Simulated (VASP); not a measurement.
Here is a VASP 6.6.1 calculation.

INCAR

```
  PREC = Accurate
  ENCUT = 520
  EDIFF = 1E-7
  ISMEAR = 0
  SIGMA = 0.1
  LREAL = F
  LASPH = T
  NELM = 100
  ALGO = Fast
  ISIF = 2
  LWAVE = F
  LCHARG = T
  GGA = PS
  LELF = T
  LVHAR = T
  NBANDS = 11
```

KPOINTS

```
regular mesh
0
Gamma
  24 24 24
```

POSCAR

```
Pd
1.0
    0.0000000000      1.9377581839      1.9377581839
    1.9377581839      0.0000000000      1.9377581839
    1.9377581839      1.9377581839      0.0000000000
Pd
1
Direct
    0.0000000000      0.0000000000      0.0000000000
```

Potentials or basis: VASP PAW PBE potentials, release 64 (Pd).

Run with:

```console
$ cat potpaw_PBE.64/Pd/POTCAR > POTCAR
$ mpirun -np 1 vasp_std > vasp.out
```

What does it give for the pressure?

-0.3 GPa.

Estimate the band gap on the k mesh.

zero (band 5 reaches 10.16 eV, above the bottom of band 6 at 8.54 eV).

Caveat: the PAW data sets were made with another functional, which shifts forces and pressure a little.
